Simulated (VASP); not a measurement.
KMnF3, 5 atoms in the cell. Symmetry: Pm-3m, No. 221, cubic system. Conventional cell: a = 4.187 Å, b = 4.187 Å, c = 4.187 Å, α = 90.00°, β = 90.00°, γ = 90.00°. Within 2.8 Å of F (site symmetry 4/mmm) lie 2 Mn at 2.09 Å. Within 3.9 Å of K (site symmetry m-3m) lie 12 F at 2.96 Å and 8 Mn at 3.63 Å. Mn (site symmetry m-3m) has 6 F at 2.09 Å within 2.8 Å. 

- Program: VASP 6.6.1
- Task: single point
- Functional: LDA
- Potentials or basis: VASP PAW LDA potentials, release 64 (F, K_sv, Mn_pv)
- Cutoff: 600 eV
- k mesh: 5 × 5 × 5
- Occupations: fermi-dirac, width 0.05 eV
- Spin: no spin polarisation
- Dipole correction: no
- Further INCAR settings: ALGO = Normal; EDIFF = 1e-06; NBANDS = 30

Potentials or basis: VASP PAW LDA potentials, release 64 (F, K_sv, Mn_pv).

Launch:

```sh
$ cat potpaw_LDA.64/F/POTCAR potpaw_LDA.64/K_sv/POTCAR potpaw_LDA.64/Mn_pv/POTCAR > POTCAR
$ mpirun -np 1 vasp_std > vasp.out
```

Hardware: 1 thread of Intel(R) Xeon(R) Platinum 8488C (Sapphire Rapids), on a shared host.

Estimate the wall time of this run.

Run time: 15 s on 1 thread of Intel(R) Xeon(R) Platinum 8488C (Sapphire Rapids), with other jobs on the host, peak memory 0.18 GiB. Counts: scf iterations 13, k points 10.
